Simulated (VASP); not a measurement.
# Al (Fm-3m) in VASP: single point with PBEsol

Aim: the single point of Al with PBEsol.

Everything below comes from runs of VASP 6.6.1. Logs are shortened: lines on timing, memory, paths and dates and some standing lists are left out, and cuts for length are marked.

### 1 The cell of the first run

It takes space group Fm-3m (No. 225, cubic). The conventional cell has a = 4.048 Å, b = 4.048 Å, c = 4.048 Å, α = 90.00°, β = 90.00°, γ = 90.00°. Within 3.8 Å of Al (site symmetry m-3m) lie 12 Al at 2.86 Å.

### 2 Single point, PBEsol

INCAR

```
  PREC = Accurate
  ENCUT = 500
  EDIFF = 1E-6
  ISMEAR = 0
  SIGMA = 0.1
  LREAL = False
  LASPH = True
  NELM = 120
  ALGO = Normal
  ISIF = 2
  LWAVE = False
  LCHARG = False
  GGA = PS
  NBANDS = 8
  GGA_COMPAT = False
```

KPOINTS

```
regular mesh
0
Gamma
  8 8 8
```

POSCAR

```
Al
1.0
    0.0000000000      2.0239800000      2.0239800000
    2.0239800000      0.0000000000      2.0239800000
    2.0239800000      2.0239800000      0.0000000000
Al
1
Direct
    0.0000000000      0.0000000000      0.0000000000
```

Potentials or basis: VASP PAW PBE potentials, release 64 (Al).

Launch:

```bash
> cat potpaw_PBE.64/Al/POTCAR > POTCAR
> mpirun -np 1 vasp_std > vasp.out
```

OUTCAR:

```text
PREC = Accurate
   ENCUT = 500
   EDIFF = 1E-6
   ISMEAR = 0
   LREAL = False
   LASPH = True
   NELM = 120
   ISIF = 2
   GGA = PS

 ion  position               nearest neighbor table
   1  0.000  0.000  0.000-

  LATTYP: Found a face centered cubic cell.
 ALAT       =     4.0479600000

  Lattice vectors:

 A1 = (   0.0000000000,   2.0239800000,   2.0239800000)
 A2 = (   2.0239800000,   0.0000000000,   2.0239800000)
 A3 = (   2.0239800000,   2.0239800000,   0.0000000000)

Analysis of symmetry for initial positions (statically):
=====================================================================
 Subroutine PRICEL returns:
 Original cell was already a primitive cell.

 Routine SETGRP: Setting up the symmetry group for a
 face centered cubic supercell.

 Subroutine GETGRP returns: Found 48 space group operations
 (whereof 48 operations were pure point group operations)
 out of a pool of 48 trial point group operations.

The static configuration has the point symmetry O_h .

Analysis of symmetry for dynamics (positions and initial velocities):
=====================================================================
 Subroutine PRICEL returns:
 Original cell was already a primitive cell.

 Routine SETGRP: Setting up the symmetry group for a
 face centered cubic supercell.

 Subroutine GETGRP returns: Found 48 space group operations
 (whereof 48 operations were pure point group operations)
 out of a pool of 48 trial point group operations.

The dynamic configuration has the point symmetry O_h .

 Subroutine INISYM returns: Found 48 space group operations
 (whereof 48 operations are pure point group operations),
 and found     1 'primitive' translations

----------------------------------------------------------------------------------------

                                     Primitive cell

  volume of cell :      16.5824

  direct lattice vectors                    reciprocal lattice vectors
     0.000000000  2.023980000  2.023980000    -0.247038014  0.247038014  0.247038014
     2.023980000  0.000000000  2.023980000     0.247038014 -0.247038014  0.247038014
     2.023980000  2.023980000  0.000000000     0.247038014  0.247038014 -0.247038014

  length of vectors
     2.862339966  2.862339966  2.862339966     0.427882392  0.427882392  0.427882392

  position of ions in fractional coordinates (direct lattice)
     0.000000000  0.000000000  0.000000000

  ion indices of the primitive-cell ions
   primitive index   ion index
                 1           1

----------------------------------------------------------------------------------------

 KPOINTS: regular mesh

Automatic generation of k-mesh.
 Grid dimensions read from file:
 generate k-points for:    8    8    8

 Generating k-lattice:

  Cartesian coordinates                     Fractional coordinates (reciprocal lattice)
    -0.030879752  0.030879752  0.030879752     0.125000000  0.000000000  0.000000000
     0.030879752 -0.030879752  0.030879752     0.000000000  0.125000000  0.000000000
     0.030879752  0.030879752 -0.030879752     0.000000000  0.000000000  0.125000000

  Length of vectors
     0.053485299  0.053485299  0.053485299

  Shift w.r.t. Gamma in fractional coordinates (k-lattice)
     0.000000000  0.000000000  0.000000000

 Subroutine IBZKPT returns following result:
 ===========================================

 Found     29 irreducible k-points:

 Following reciprocal coordinates:
            Coordinates               Weight
  0.000000  0.000000  0.000000      1.000000
  0.125000  0.000000  0.000000      8.000000
  0.250000  0.000000  0.000000      8.000000
  0.375000  0.000000  0.000000      8.000000
  0.500000  0.000000  0.000000      4.000000
  0.125000  0.125000  0.000000      6.000000
[... 16 lines left out ...]
  0.500000  0.250000  0.125000     48.000000
 -0.375000  0.250000  0.125000     24.000000
 [... further k-points ...]
   k-points           NKPTS =     29   k-points in BZ     NKDIM =     29   number of bands    NBANDS=      8
   number of dos      NEDOS =    301   number of ions     NIONS =      1
   total plane-waves  NPLWV =  13824
   dimension x,y,z NGX =    24 NGY =   24 NGZ =   24
   dimension x,y,z NGXF=    48 NGYF=   48 NGZF=   48
   ions per type =               1
   NGX,Y,Z   is equivalent  to a cutoff of  13.94, 13.94, 13.94 a.u.
   NGXF,Y,Z  is equivalent  to a cutoff of  27.88, 27.88, 27.88 a.u.
 SYSTEM =  unknown system
   PREC   = accura    normal or accurate (medium, high low for compatibility)
   ISTART =      0    job   : 0-new  1-cont  2-samecut
   ICHARG =      2    charge: 1-file 2-atom 10-const
   ISPIN  =      1    spin polarized calculation?
   LNONCOLLINEAR =      F non collinear calculations
   LSORBIT =      F    spin-orbit coupling
   LASPH  =      T    aspherical Exc in radial PAW
   ENCUT  =  500.0 eV  36.75 Ry    6.06 a.u.   5.22  5.22  5.22*2*pi/ulx,y,z
   NELM   =    120;   NELMIN=  2; NELMDL= -5     # of ELM steps
   EDIFF  = 0.1E-05   stopping-criterion for ELM
   LREAL  =      F    real-space projection
   EDIFFG = 0.1E-04   stopping-criterion for IOM
   NSW    =      0    number of steps for IOM
   IBRION =     -1    ionic relax: 0-MD 1-quasi-New 2-CG
   NFREE  =      0    steps in history (QN), initial steepest desc. (CG)
   ISIF   =      2    stress and relaxation
   ISYM   =      2    0-nonsym 1-usesym 2-fastsym
   POTIM  = 0.5000    time-step for ionic-motion
   TEBEG  =    0.0;   TEEND  =   0.0 temperature during run
   PSTRESS=    0.0 pullay stress
   NELECT =       3.0000    total number of electrons
   NUPDOWN=      -1.0000    fix difference up-down
   EMIN   =  10.00;   EMAX   =-10.00  energy-range for DOS
   EFERMI =   0.00;   METHOD = LEGACY
   ISMEAR =     0;   SIGMA  =   0.10  broadening in eV -4-tet -1-fermi 0-gaus
   EFERMI_NEDOS =   21; number of points for ismear=-14 and -15
   IALGO  =     38    algorithm
   IMIX   =      4    mixing-type and parameters
     AMIX     =   0.40;   BMIX     =  1.00
     AMIX_MAG =   1.60;   BMIX_MAG =  1.00
  volume/ion in A,a.u.               =      16.58       111.90
  Fermi-wavevector in a.u.,A,eV,Ry     =   0.925903  1.749704 11.664236  0.857297
  Thomas-Fermi vector in A             =   2.051808
   LORBIT       =      0    0 simple, 1 ext, 2 COOP (PROOUT), +10 PAW based schemes
   GGA     = PS    functional components
   LHFCALC =     F    Hartree Fock is set to
   AEXX    =    0.0000 exact exchange contribution
   IVDW    =     0    specifies the selected vdW correction
   LEPSILON=     F    determine dielectric tensor
   LRPA    =     F    only Hartree local field effects (RPA)
 non-spin polarized calculation
 Gauss-broadening in eV      SIGMA  =   0.10
  energy-cutoff  :      500.00
  volume of cell :       16.58
 maximum number of plane-waves:       444
 NGX is ok and might be reduce to    24
   NGX = 11   NGY = 11   NGZ = 11

 number of electron       3.0000000 magnetization

 Free energy of the ion-electron system (eV)
  ---------------------------------------------------
  ext. energy  EPLUGINS =         0.00000000
  ---------------------------------------------------
  free energy    TOTEN  =        -4.08526299 eV

  energy without entropy =       -4.08213153  energy(sigma->0) =       -4.08369726

 E-fermi :   7.9556     XC(G=0): -10.2378

 val. band max:        7.5804028636   @ k =  -0.2500   0.3750   0.1250
 cond. band min:       8.0329155914   @ k =   0.5000   0.2500   0.1250
 fundamental gap:      0.4525127278
 Fermi energy:         7.9556016097

 k-point     1 :       0.0000    0.0000    0.0000
  band No.  band energies     occupation
      1      -3.1962      2.00000
      2      20.4680      0.00000
      3      20.4680      0.00000
      4      20.4680      0.00000
      5      21.9211      0.00000
      6      21.9211      0.00000
      7      21.9211      0.00000
      8      24.3497      0.00000

 k-point     2 :       0.1250    0.0000    0.0000
  band No.  band energies     occupation
      1      -2.7735      2.00000
      2      16.1792      0.00000
      3      19.5179      0.00000
      4      19.5179      0.00000
      5      22.5539      0.00000
      6      23.4640      0.00000
      7      23.4640      0.00000
      8      25.4804      0.00000

 k-point     3 :       0.2500    0.0000    0.0000
  band No.  band energies     occupation
      1      -1.5127      2.00000
      2      11.3230      0.00000
      3      18.7525      0.00000
      4      18.7525      0.00000
      5      22.1994      0.00000
      6      22.5810      0.00000
      7      22.5810      0.00000
      8      26.5872      0.00000

 k-point     4 :       0.3750    0.0000    0.0000
  band No.  band energies     occupation
      1       0.5642      2.00000
      2       7.0336      2.00000
      3      18.6608      0.00000
      4      18.6608      0.00000
      5      20.6003      0.00000
      6      20.6003      0.00000
      7      22.2723      0.00000
      8      24.5327      0.00000

 k-point     5 :       0.5000    0.0000    0.0000
  band No.  band energies     occupation
      1       3.3239      2.00000
      2       3.5313      2.00000
      3      19.2423      0.00000
      4      19.2423      0.00000
      5      19.3105      0.00000
      6      19.3105      0.00000
      7      22.9829      0.00000
      8      23.1096      0.00000

 k-point     6 :       0.1250    0.1250    0.0000
  band No.  band energies     occupation
      1      -2.6328      2.00000
      2      17.7628      0.00000
      3      17.7628      0.00000
      4      18.0256      0.00000
      5      20.7738      0.00000
      6      22.4691      0.00000
      7      25.4250      0.00000
      8      25.4250      0.00000

 k-point     7 :       0.2500    0.1250    0.0000
  band No.  band energies     occupation
      1      -1.6522      2.00000
      2      13.1785      0.00000
      3      16.7012      0.00000
      4      18.2196      0.00000
      5      19.4486      0.00000
      6      21.9723      0.00000
      7      25.8709      0.00000
      8      26.0136      0.00000

 k-point     8 :       0.3750    0.1250    0.0000
  band No.  band energies     occupation
      1       0.1509      2.00000
      2       8.7278      0.00000
      3      16.3540      0.00000
      4      17.0762      0.00000
      5      18.0600      0.00000
      6      24.0621      0.00000
      7      24.8655      0.00000
      8      26.1134      0.00000

 k-point     9 :       0.5000    0.1250    0.0000
  band No.  band energies     occupation
      1       2.7434      2.00000
      2       4.9091      2.00000
      3      15.4557      0.00000
      4      16.7252      0.00000
      5      18.4957      0.00000
      6      22.5526      0.00000
      7      25.3324      0.00000
      8      26.5167      0.00000

 k-point    10 :      -0.3750    0.1250    0.0000
  band No.  band energies     occupation
      1       1.7953      2.00000
      2       6.1001      2.00000
      3      14.5775      0.00000
      4      17.8159      0.00000
      5      19.6758      0.00000
      6      21.7117      0.00000
      7      24.5281      0.00000
      8      27.4594      0.00000
[... 78 lines left out ...]
 k-point    18 :       0.3750    0.3750    0.0000
  band No.  band energies     occupation
      1       1.7888      2.00000
      2      10.4700      0.00000
      3      13.7082      0.00000
      4      13.9416      0.00000
      5      13.9416      0.00000
      6      17.4144      0.00000
      7      31.5357      0.00000
      8      33.0768      0.00000

 k-point    19 :       0.5000    0.3750    0.0000
  band No.  band energies     occupation
      1       3.7855      2.00000
      2       8.2638      0.00001
      3      10.1016      0.00000
      4      13.8238      0.00000
      5      15.1885      0.00000
      6      19.3197      0.00000
      7      30.8007      0.00000
      8      32.8746      0.00000

 k-point    20 :      -0.3750    0.3750    0.0000
  band No.  band energies     occupation
      1       6.0264      2.00000
      2       6.5430      2.00000
      3       7.4887      2.00000
      4      14.4282      0.00000
      5      16.0681      0.00000
      6      23.5050      0.00000
      7      29.5759      0.00000
      8      29.9783      0.00000

 k-point    21 :       0.5000    0.5000    0.0000
  band No.  band energies     occupation
      1       4.9929      2.00000
      2       6.2906      2.00000
      3      13.1523      0.00000
      4      13.4629      0.00000
      5      13.4629      0.00000
      6      16.9044      0.00000
      7      33.1545      0.00000
      8      34.6702      0.00000

 k-point    22 :       0.3750    0.2500    0.1250
  band No.  band energies     occupation
      1      -0.4015      2.00000
      2      11.7360      0.00000
      3      13.1258      0.00000
      4      16.6378      0.00000
      5      19.9926      0.00000
      6      21.7483      0.00000
      7      24.7683      0.00000
      8      28.0960      0.00000

 k-point    23 :       0.5000    0.2500    0.1250
  band No.  band energies     occupation
      1       1.6578      2.00000
      2       8.0329      0.27422
      3      12.4532      0.00000
      4      14.5086      0.00000
      5      20.6134      0.00000
      6      22.6940      0.00000
      7      24.8165      0.00000
      8      28.7732      0.00000

 k-point    24 :      -0.3750    0.2500    0.1250
  band No.  band energies     occupation
      1       4.3665      2.00000
      2       4.6207      2.00000
      3      12.8470      0.00000
      4      13.3197      0.00000
      5      21.1356      0.00000
      6      21.5676      0.00000
      7      28.1037      0.00000
      8      28.4079      0.00000

 [... further k-points ...]
[... 5 lines left out ...]
  --------------------------------------------------------------------------------------
  -------------------------------------------------------------------------------------
  Total       -0.1838915     -0.1838915     -0.1838915      0.0000000     -0.0000000     -0.0000000
  in kB      -17.7673845    -17.7673845    -17.7673845      0.0000000     -0.0000000     -0.0000000
  external PRESSURE =     -17.7673845 kB  Pullay stress =       0.0000000 kB

 VOLUME and BASIS-vectors are now :
 -----------------------------------------------------------------------------
  energy-cutoff  :      500.00
  volume of cell :       16.58
      direct lattice vectors                 reciprocal lattice vectors
     0.000000000  2.023980000  2.023980000    -0.247038014  0.247038014  0.247038014
     2.023980000  0.000000000  2.023980000     0.247038014 -0.247038014  0.247038014
     2.023980000  2.023980000  0.000000000     0.247038014  0.247038014 -0.247038014

 POSITION                                       TOTAL-FORCE (eV/Angst)
 -----------------------------------------------------------------------------------
      0.00000      0.00000      0.00000         0.000000      0.000000      0.000000
 -----------------------------------------------------------------------------------
    total drift:                               -0.000000      0.000000      0.000000

  FREE ENERGIE OF THE ION-ELECTRON SYSTEM (eV)
  ---------------------------------------------------
  free  energy   TOTEN  =        -4.0852629898 eV

  energy  without entropy=       -4.0821315334  energy(sigma->0) =       -4.08369726
```

Wall time 2.6 s (1 thread of Intel Xeon 6975P-C, shared host); peak memory 0.13 GiB.

Results:

```yaml
Free_energy: -4.0853 eV
Pressure: -1.8 GPa
```

Caveat: the PAW data sets were made with another functional, which shifts forces and pressure a little.
